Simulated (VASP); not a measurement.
Wanted: the native input for a VASP 6.6.1 run.

```
Task                   : single point
Functional             : PBEsol
Potentials or basis    : VASP PAW PBE potentials, release 64 (B, N)
Cutoff                 : 520 eV
k mesh                 : 12 × 12 × 12
Occupations            : gaussian, width 0.05 eV
Spin                   : no spin polarisation
Dipole correction      : no
Further INCAR settings : ALGO = Normal; EDIFF = 1e-06; NBANDS = 11
```

The structure of BN lies in POSCAR:

```
BN
1.0
    1.2511217832      0.7223354983      3.3729344033
   -1.2511217832      0.7223354983      3.3729344033
    0.0000000000     -1.4446709967      3.3729344033
B N
1 1
Direct
    0.9907768675      0.9907768675      0.9907768675
    0.3396260632      0.3396260632      0.3396260632
```

This cell differs from its parent crystal: mode 4 (749.1 1/cm) frozen in, largest displacement -0.090 Å.

These files were run (other wordings do the same):

INCAR

```
PREC = Accurate
ENCUT = 520
EDIFF = 1E-6
ISMEAR = 0
SIGMA = 0.05
LREAL = False
LASPH = True
NELM = 100
ALGO = Normal
ISIF = 2
LWAVE = False
LCHARG = True
GGA = PS
LELF = True
LVHAR = True
NBANDS = 11
```

KPOINTS

```
regular mesh
0
Gamma
  12 12 12
```

Potentials or basis: VASP PAW PBE potentials, release 64 (B, N).

Command:

```bash
$ cat potpaw_PBE.64/B/POTCAR potpaw_PBE.64/N/POTCAR > POTCAR
$ mpirun -np 1 vasp_std > vasp.out
```

Results of the run:

```json
{
 "Pressure": "-0.7 GPa",
 "Largest force": "2.034 eV/Å",
 "Band gap on the k mesh": "3.84 eV, indirect (least direct gap 4.52 eV)"
}
```

Caveat: the cell differs from its parent crystal (mode 4 (749.1 1/cm) frozen in, largest displacement -0.090 Å); the PAW data sets were made with another functional, which shifts forces and pressure a little.

Wall time 34 s on 1 thread of Intel(R) Xeon(R) 6975P-C (Granite Rapids), on a shared host, peak memory 0.17 GiB.
